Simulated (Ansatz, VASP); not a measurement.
# Te in VASP and in Ansatz

```
Te
1.0
     2.39238    1.33131    1.69095
    -2.39238    1.33131    1.69095
     0.00000   -2.66263    1.69095
Te
1
Direct
  0.50000 0.50000 0.50000
```

Change from the starting cell: strain +0.0375 x Voigt [1, 0, 0, 0, 0, 0], atoms carried along.

Alike in both runs: task single point; functional LDA; k mesh 15 × 15 × 15; occupations gaussian, width 0.15 eV; no spin polarisation.

|  | VASP | Ansatz |
| --- | --- | --- |
| version | VASP 6.6.1 | Ansatz 0.2.0 |
| potentials or method | VASP PAW LDA potentials, release 64 (Te), cutoff 520 eV | scalar-relativistic, plane waves, PAW |
| valence electrons in the cell | 6 | 16 |

```csv
,VASP,Ansatz,Ansatz less VASP
gap on the k mesh at the Fermi level (eV),none,none,-
pressure (GPa),-3.3,-3.3,-0.04
"traceless stress, the component that is largest in VASP (GPa)",-1.09,-1.10,-0.011
```

LDA's correlation is that of Perdew and Zunger in VASP and of Perdew and Wang (1992) in Ansatz. A gap of «none» marks a metal or a gap that the smearing closes. VASP's potentials hold 6 valence electrons a cell and Ansatz's 16, so a difference there can come from the potentials and not from the codes.

Neither program's run includes spin-orbit coupling.
